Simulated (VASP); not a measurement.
Crystal: SnSe.

```
Sn Se
1.0
     4.35478    0.00000    0.00000
     0.00000    4.35478    0.00000
     0.00000    0.00000    6.06521
Sn Se
2 2
Direct
  0.50000 0.00000 0.27017
  0.00000 0.50000 0.72983
  0.50000 0.00000 0.73232
  0.00000 0.50000 0.26768
```

This cell differs from its parent crystal: epitaxial xy strain +3.2%.

Base run:

| Property | Result |
| --- | --- |
| Program | VASP 6.6.1 |
| Functional | PBE |
| Potentials or basis | VASP PAW PBE potentials, release 64 (Sn_d, Se) |
| Cutoff | 520 eV |
| k mesh | 6 × 6 × 4 |
| Occupations | fermi-dirac, width 0.02 eV |
| Spin | no spin polarisation |

Its results: band gap on the k mesh 0.77 eV, indirect (least direct gap 0.77 eV); pressure -0.5 GPa; largest force 0.169 eV/Å.

Q: The run is repeated on the same cell with these changes: functional from PBE to r2SCAN; further incar settings from ALGO = Normal; EDIFF = 1e-06; NBANDS = 28 to ALGO = Normal; EDIFF = 1e-07; NBANDS = 28. What comes out?

A: Band gap on the k mesh 0.80 eV, direct; pressure -1.5 GPa; largest force 0.010 eV/Å.

Caveats: spin-orbit coupling is left out, which moves the levels of the heavy elements; the PAW data sets were made with another functional, which shifts forces and pressure a little (some runs).

A k mesh can miss the band edges.
